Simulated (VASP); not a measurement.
Set up this calculation in VASP 6.6.1, as the native input.

```yaml
Task: single point
Functional: PBE
Potentials_or_basis: VASP PAW PBE potentials, release 64 (Mg, O)
Cutoff: 520 eV
k_mesh: 7 × 7 × 2
Occupations: gaussian, width 0.05 eV
Spin: no spin polarisation
Dipole_correction: no
Further_INCAR_settings: ALGO = Normal; EDIFF = 1e-07; NBANDS = 36; ISYM = 0
```

The structure of MgO lies in POSCAR:

```
MgO
1.0
   -3.5213164963      0.0000000000      0.0000000000
   -1.7606582481     -3.0495495406      0.0000000000
   -0.8803291241     -1.5247747703     12.7181472718
Mg O
6 6
Direct
    0.6666666667      0.6249916667      0.0833500000
    0.6666666667      0.4583250000      0.4166833333
    0.6666666667      0.2916583333      0.7500166667
    0.3333333333     -0.1250083333      0.9166833333
    0.3333333333      0.2083250000      0.2500166667
    0.3333333333      0.0416583333      0.5833500000
    0.6666666667      0.2083250000      0.9166833333
    0.6666666667      0.5416583333      0.2500166667
    0.6666666667      0.3749916667      0.5833500000
    0.3333333333      0.2916583333      0.0833500000
    0.3333333333      0.1249916667      0.4166833333
    0.3333333333     -0.0416750000      0.7500166667
```

The input as run:

INCAR

```
SYSTEM = MgO
  ALGO = Normal
  EDIFF = 1E-7
  ENCUT = 520
  GGA = PE
  ISIF = 2
  ISMEAR = 0
  ISYM = 0
  LASPH = .True.
  LCHARG = .False.
  LREAL = .False.
  LWAVE = .False.
  NBANDS = 36
  NELM = 80
  PREC = Accurate
  SIGMA = 0.05
```

KPOINTS

```
k-points
0
Gamma
  7 7 2
  0 0 0
```

Potentials or basis: VASP PAW PBE potentials, release 64 (Mg, O).

Launch:

```console
$ cat potpaw_PBE.64/Mg/POTCAR potpaw_PBE.64/O/POTCAR > POTCAR
$ mpirun -np 1 vasp_std > vasp.out
```

It gave:

```json
{"Pressure": "0.4 GPa", "Largest force": "2.887 eV/Å", "Band gap on the k mesh": "2.11 eV"}
```

Caveat: an odd mesh through Γ misses points on the zone boundary, where band edges can lie; forces of over 1 eV/Å act on the atoms, so gaps and moduli don't describe the material at rest.

Wall time 2.4 min on 1 thread of Intel(R) Xeon(R) 6975P-C (Granite Rapids), on a shared host, peak memory 0.37 GiB.
